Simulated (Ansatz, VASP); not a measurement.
## BaTe in VASP and in Ansatz

Contents of POSCAR:

```
BaTe
1.0
    0.0000000000      3.9909263730      3.9909263730
    3.9909263730      0.0000000000      3.9909263730
    3.9909263730      3.9909263730      0.0000000000
Ba Te
1 1
Direct
    0.0000000000      0.0000000000      0.0000000000
    0.2500000000      0.2500000000      0.2500000000
```

INCAR.step1

```
SYSTEM = BaTe
PREC = Accurate ; ENCUT = 520
ISMEAR = 0 ; SIGMA = 0.01
LREAL = .False. ; LASPH = .True.
NELM = 80 ; NBANDS = 15
GGA = PE ; ALGO = Normal
EDIFF = 1E-4 ; LWAVE = .True.
LCHARG = .False.
```

The input INCAR.step2:

```
SYSTEM = BaTe
PREC = Accurate ; ENCUT = 520
EDIFF = 1E-7 ; ISMEAR = 0
SIGMA = 0.01 ; LREAL = .False.
LASPH = .True. ; NELM = 80
ALGO = Normal ; ISIF = 2
LWAVE = .False. ; LCHARG = .True.
METAGGA = R2SCAN ; LMIXTAU = .True.
LELF = .True. ; LVHAR = .True.
NBANDS = 15 ; ISTART = 1
```

KPOINTS

```
Automatic mesh
0
Gamma
  6 6 6
  0 0 0
```

Input for Ansatz:

```yaml
crystal:
  lattice:
    - [0.0, 3.990926373, 3.990926373]
    - [3.990926373, 0.0, 3.990926373]
    - [3.990926373, 3.990926373, 0.0]
  atoms:
    - { symbol: Ba, position: [0.0, 0.0, 0.0] }
    - { symbol: Te, position: [0.25, 0.25, 0.25] }
kpoints:
  mp_grid: { grid: [6, 6, 6] }
hamiltonian:
  xc: r2scan
scf:
  occupations: { method: fixed }
  n_extra_bands: 4
output:
  forces: true
  stress: true
  eigenvalues: true
```

Alike in both runs: task single point; functional r2SCAN; k mesh 6 × 6 × 6; no spin polarisation.

|  | VASP | Ansatz |
| --- | --- | --- |
| version | VASP 6.6.1 | Ansatz 0.2.0 |
| potentials or method | VASP PAW PBE potentials, release 64 (Ba_sv, Te) | plane waves, PAW |
| plane-wave cutoff (eV) | 520 | 500 |
| occupations | gaussian, width 0.01 eV | fixed |
| valence electrons in the cell | 16 | 26 |

|  | VASP | Ansatz | Ansatz less VASP |
| --- | --- | --- | --- |
| gap on the k mesh at the Fermi level (eV) | 2.86 | 2.86 | -0.004 |
| pressure (GPa) | -0.9 | -1.0 | -0.16 |

VASP's potentials were made for PBE, not for r2SCAN. VASP's potentials hold 16 valence electrons a cell and Ansatz's 26, so a difference there can come from the potentials and not from the codes.

Spin-orbit coupling is off throughout.
